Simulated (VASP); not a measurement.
Wanted: the native input for a VASP 6.6.1 run.

```
Task                   : single point
Functional             : PBE
Potentials or basis    : VASP PAW PBE potentials, release 64 (Sc_sv, Ru_pv)
Cutoff                 : 520 eV
k mesh                 : 7 × 7 × 7
Occupations            : fermi-dirac, width 0.1 eV
Spin                   : no spin polarisation
Dipole correction      : no
Further INCAR settings : ALGO = Normal; EDIFF = 1e-06; NBANDS = 34
```

The structure of ScRu3 lies in POSCAR:

```
ScRu3
1.0
    3.9384370000      0.0000000000      0.0000000000
    0.0000000000      3.9384370000      0.0000000000
    0.0000000000      0.0000000000      3.9384370000
Sc Ru
1 3
Direct
    0.0000000000      0.0000000000      0.0000000000
    0.0000000000      0.5000000000      0.5000000000
    0.5000000000      0.0000000000      0.5000000000
    0.5000000000      0.5000000000      0.0000000000
```

The input as run:

INCAR

```
PREC = Accurate ; ENCUT = 520
EDIFF = 1E-6 ; ISMEAR = -1
SIGMA = 0.1 ; LREAL = F
LASPH = T ; NELM = 60
ALGO = Normal ; ISIF = 2
LWAVE = F ; LCHARG = F
GGA = PE ; NBANDS = 34
```

KPOINTS

```
regular mesh
0
Gamma
  7 7 7
```

Potentials or basis: VASP PAW PBE potentials, release 64 (Sc_sv, Ru_pv).

Command:

```console
$ cat potpaw_PBE.64/Sc_sv/POTCAR potpaw_PBE.64/Ru_pv/POTCAR > POTCAR
$ mpirun -np 1 vasp_std > vasp.out
```

Results of the run:

```json
{
  "Pressure": "-1.3 GPa",
  "Band gap on the k mesh": "zero (an odd number of electrons rules out a gap without spin polarisation)"
}
```

It took 63 s on 1 thread of Intel Xeon 8259CL, with other jobs on the host, peak memory 0.18 GiB.
